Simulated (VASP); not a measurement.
Write the native input for VASP 6.6.1 that does the following.

```
Task                   : single point
Functional             : LDA
Potentials or basis    : VASP PAW LDA potentials, release 64 (Bi_d, Te)
Cutoff                 : 520 eV
k mesh                 : 7 × 7 × 7
Occupations            : fermi-dirac, width 0.05 eV
Spin                   : no spin polarisation
Dipole correction      : no
Further INCAR settings : ALGO = Normal; EDIFF = 1e-07; NBANDS = 18
```

The structure of BiTe lies in POSCAR:

```
BiTe
1.0
    0.0000000000      3.2984474805      3.2984474805
    3.2984474805      0.0000000000      3.2984474805
    3.2984474805      3.2984474805      0.0000000000
Bi Te
1 1
Direct
    0.0000000000      0.0000000000      0.0000000000
    0.5000000000      0.5000000000      0.5000000000
```

One way to write it, as run:

INCAR

```
SYSTEM = BiTe
PREC     = Accurate       ! precision mode
ENCUT    = 520            ! plane-wave cutoff, eV
EDIFF    = 1E-7           ! SCF threshold, eV
ISMEAR   = -1             ! smearing method
SIGMA    = 0.05           ! smearing width, eV
LREAL    = .False.        ! projectors in reciprocal space
LASPH    = .True.         ! aspherical terms in the spheres
NELM     = 60             ! most SCF steps
ALGO     = Normal         ! electronic algorithm
ISIF     = 2              ! what is computed and relaxed
LWAVE    = .False.        ! write WAVECAR
LCHARG   = .True.         ! write CHGCAR
LELF     = .True.         ! ELF
LVHAR    = .True.       
NBANDS   = 18             ! bands
```

KPOINTS

```
Automatic mesh
0
Gamma
  7 7 7
  0 0 0
```

Potentials or basis: VASP PAW LDA potentials, release 64 (Bi_d, Te).

Command:

```sh
$ cat potpaw_LDA.64/Bi_d/POTCAR potpaw_LDA.64/Te/POTCAR > POTCAR
$ mpirun -np 1 vasp_std > vasp.out
```

It gave:

```
Pressure               : -4.9 GPa
Band gap on the k mesh : zero (an odd number of electrons rules out a gap without spin polarisation)
```

Caveat: the cell stands under tension; spin-orbit coupling is left out, which moves the levels of the heavy elements.

It took 30 s on 1 thread of Intel Xeon 8259CL (shared host), peak memory 0.18 GiB.
